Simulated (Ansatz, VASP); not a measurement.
# Two plane-wave programs on SnSe

Contents of INCAR:

```
PREC = Accurate ; ENCUT = 520
EDIFF = 1E-6 ; ISMEAR = -1
SIGMA = 0.08 ; LREAL = False
LASPH = True ; NELM = 80
ALGO = Normal ; ISIF = 2
LWAVE = False ; LCHARG = True
GGA = PE ; LELF = True
LVHAR = True ; NBANDS = 17
```

File KPOINTS:

```
regular mesh
0
Gamma
  14 14 14
```

Contents of POSCAR:

```
SnSe
1.0
    3.0155092091      0.0000000000      0.0000000000
    0.0000000000      3.0155092091      0.0000000000
    0.0000000000      0.0000000000      3.0155092091
Sn Se
1 1
Direct
    0.0000000000      0.0000000000      0.0000000000
    0.5000000000      0.5000000000      0.5000000000
```

Input for Ansatz:

```yaml
crystal:
  lattice:
    - [3.0155092091, 0.0, 0.0]
    - [0.0, 3.0155092091, 0.0]
    - [0.0, 0.0, 3.0155092091]
  atoms:
    - { symbol: Sn, position: [0.0, 0.0, 0.0] }
    - { symbol: Se, position: [0.5, 0.5, 0.5] }
kpoints:
  mp_grid: { grid: [14, 14, 14] }
  band_path:
    path:
      - [0.0, 0.0, 0.0]
      - [0.0, 0.5, 0.0]
      - [0.5, 0.5, 0.0]
      - [0.0, 0.0, 0.0]
      - [0.5, 0.5, 0.5]
      - [0.0, 0.5, 0.0]
      - [0.5, 0.5, 0.5]
      - [0.5, 0.5, 0.0]
    npoints: 8
scf:
  occupations: { method: fermi_dirac, width: 0.08 }
hamiltonian:
  xc: pbe
  pseudopotentials: { kind: paw }
output:
  forces: true
  stress: true
  eigenvalues: true
  populations: true
  dos: { projected: true, de: 0.2, e_range: [-14, 8] }
```

Change from the starting cell: volume scaled by 0.55, PAW files.

Alike in both runs: task single point; functional PBE; k mesh 14 × 14 × 14; occupations fermi-dirac, width 0.08 eV; no spin polarisation.

|  | VASP | Ansatz |
| --- | --- | --- |
| version | VASP 6.6.1 | Ansatz 0.2.0 |
| potentials or method | VASP PAW PBE potentials, release 64 (Sn_d, Se) | PAW with Ansatz's default frozen-core files, scalar-relativistic |
| plane-wave cutoff (eV) | 520 | 420 |
| valence electrons in the cell | 20 | 30 |

Ansatz gave:

| Quantity | Value |
| --- | --- |
| pressure (GPa) | 115.8 |

**Question.** Which values does VASP return?

**Answer.** Pressure (GPa): 116.5.

Both programs put the cell under a high pressure, so it lies far from rest at this level. VASP's potentials hold 20 valence electrons a cell and Ansatz's 30, so a difference there can come from the potentials and not from the codes.

Noted on VASP's run: the cell as given lies far from equilibrium.
